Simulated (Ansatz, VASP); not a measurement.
## NaF: VASP beside Ansatz

```
Na F
1.0
     0.00000    2.32330    2.20714
     2.32330    0.00000    2.20714
     2.32330    2.32330    0.00000
Na F
1 1
Direct
  0.00000 0.00000 0.00000
  0.50000 0.50000 0.50000
```

Change from the starting cell: strain +0.000 along x and y, -0.050 along z, atoms carried along.

Alike in both runs: task single point; functional PBEsol; k mesh 8 × 8 × 8; occupations gaussian, width 0.05 eV; no spin polarisation.

```csv
,VASP,Ansatz
version,VASP 6.6.1,Ansatz 0.2.0
potentials or method,"VASP PAW PBE potentials, release 64 (Na_pv, F), cutoff 520 eV","scalar-relativistic, plane waves, PAW"
valence electrons in the cell,14,16
```

```tsv
	VASP	Ansatz	Ansatz less VASP
gap on the k mesh at the Fermi level (eV)	6.38	6.41	+0.023
least direct gap on the mesh (eV)	6.38	6.41	+0.023
pressure (GPa)	2.5	2.5	+0.02
traceless stress, the component that is largest in VASP (GPa)	3.90	3.73	-0.174
```

VASP's potentials were made for PBE, not for PBEsol. The functional is the same, so the differences come from potentials, cutoffs and numerics. VASP's potentials hold 14 valence electrons a cell and Ansatz's 16, so a difference there can come from the potentials and not from the codes.
